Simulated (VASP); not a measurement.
# Si2W: single point with LDA

The system is Si2W.

```
Si W
1.0
    -1.66855    1.66855    3.54166
     1.66855   -1.66855    3.54166
     1.66855    1.66855   -3.54166
Si W
2 1
Direct
  0.34538 0.34538 0.00000
  0.65462 0.65462 0.00000
  0.00000 0.00000 0.00000
```

This cell differs from its parent crystal: atoms shifted along a free coordinate, c/a of the conventional cell at fixed volume 2.1226.

```
Program                : VASP 6.6.1
Task                   : single point
Functional             : LDA
Potentials or basis    : VASP PAW LDA potentials, release 64 (Si, W_sv)
Cutoff                 : 520 eV
k mesh                 : 18 × 18 × 18
Occupations            : gaussian, width 0.15 eV
Spin                   : no spin polarisation
Dipole correction      : no
Further INCAR settings : ALGO = Normal; EDIFF = 1e-06; NBANDS = 18
```

```yaml
Pressure: 11.7 GPa
Largest_force: 2.865 eV/Å
Band_gap_on_the_k_mesh: zero (bands 11 and 12 overlap by 0.30 eV)
```

Forces in eV/Å, atoms in the order of the input:
```
Si   0.000  0.000 -2.865
Si   0.000  0.000  2.865
W    0.000  0.000  0.000
```

Stress tensor (GPa, compression positive):
```
-12.67   0.00   0.00
  0.00 -12.67   0.00
  0.00   0.00  60.35
```

Levels at points of the mesh, in eV from the Fermi level:
| k point | band 7 | band 8 | band 9 | band 10 | band 11 | band 12 | band 13 | band 14 | band 15 | band 16 |
| --- | --- | --- | --- | --- | --- | --- | --- | --- | --- | --- |
| (0.00, 0.00, 0.00) | -3.26 | -3.04 | -3.04 | -1.62 | -0.23 | 1.68 | 1.68 | 3.07 | 3.51 | 4.18 |
| (0.50, 0.00, 0.00) | -5.52 | -4.33 | -3.71 | -2.08 | -0.55 | 1.95 | 2.76 | 4.50 | 5.14 | 5.54 |
| (0.50, 0.50, 0.00) | -5.87 | -4.85 | -4.81 | -2.20 | -2.13 | 2.20 | 2.35 | 4.84 | 4.88 | 5.24 |
| (0.50, 0.50, 0.50) | -4.02 | -2.44 | -1.41 | -1.41 | -0.09 | -0.09 | 0.10 | 5.10 | 6.89 | 7.64 |

Wall time 94 s on 1 thread of Intel(R) Xeon(R) 6975P-C (Granite Rapids), on a shared host, peak memory 0.41 GiB.

Caveat: the cell stands under pressure; spin-orbit coupling is left out, which moves the levels of the heavy elements; forces of over 1 eV/Å act on the atoms, so gaps and moduli don't describe the material at rest.
